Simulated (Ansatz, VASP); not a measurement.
Two plane-wave programs on Co

```
Co
1.0
     0.00000    2.52596    2.52596
     2.52596    0.00000    2.52596
     2.52596    2.52596    0.00000
Co
2
Direct
  0.12500 0.12500 0.12500
  0.87500 0.87500 0.87500
```

Alike in both runs: task single point; functional revPBE; k mesh 12 × 12 × 12; occupations fermi-dirac, width 0.05 eV; collinear spin.

```csv
,VASP,Ansatz
version,VASP 6.6.1,Ansatz 0.2.0
potentials or method,"VASP PAW PBE potentials, release 64 (Co), cutoff 520 eV","plane waves (420 eV) with PAW, scalar-relativistic"
valence electrons in the cell,18,34
```

VASP gave:

| Item | Value |
| --- | --- |
| pressure (GPa) | 3.5 |
| net moment per atom (μB) | 1.72 |
| size of the moment on the site where the two differ most (μB) | 1.72 |

Q: Which values does Ansatz return?

A: Pressure (GPa): 4.2; net moment per atom (μB): 1.73; size of the moment on the site where the two differ most (μB): 1.75.

VASP's potentials were made for PBE, not for revPBE. Site moments also hang on the region over which each program counts them. VASP's potentials hold 18 valence electrons a cell and Ansatz's 34, so a difference there can come from the potentials and not from the codes.
